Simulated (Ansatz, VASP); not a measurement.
One calculation of Se, two programs

```
CELL_PARAMETERS angstrom
4.35517 0.00000 0.00000
-2.17759 3.77169 0.00000
0.00000 0.00000 4.94945
ATOMIC_POSITIONS crystal
Se 0.78200 0.78086 0.50060
Se 0.00117 0.21506 0.83559
Se 0.21871 0.99947 0.16829
```

Change from the starting cell: atoms moved at random, drawn with an rms of 0.02 Å.

Alike in both runs: functional BLYP; dispersion D3(BJ); k mesh 7 × 7 × 6; occupations gaussian, width 0.05 eV; no spin polarisation.

```csv
,VASP,Ansatz
version,VASP 6.6.1,Ansatz 0.2.0
potentials or method,"VASP PAW PBE potentials, release 64 (Se)",Ansatz PAW
plane-wave cutoff (eV),520,420
valence electrons in the cell,18,48
task,single point,electron localisation function
```

Ansatz gave:

| Property | Result |
| --- | --- |
| gap on the k mesh at the Fermi level (eV) | 1.17 |
| least direct gap on the mesh (eV) | 1.39 |
| pressure (GPa) | 4.0 |
| traceless stress, the component that is largest in VASP (GPa) | 2.80 |
| rms of the force components (eV/Å) | 0.834 |

Q: What did VASP give for the same quantities?

A: gap on the k mesh at the Fermi level (eV): 1.15; least direct gap on the mesh (eV): 1.37; pressure (GPa): 4.4; traceless stress, the component that is largest in VASP (GPa): 2.94; rms of the force components (eV/Å): 0.876.

VASP's potentials were made for PBE, not for BLYP. Atom by atom the forces differ by 0.042 eV/Å (rms over components). VASP's potentials hold 18 valence electrons a cell and Ansatz's 48, so a difference there can come from the potentials and not from the codes.

Noted on Ansatz's run: odd divisions of the mesh miss points on the zone boundary, where band edges often lie, so the gap on the mesh can be too wide.
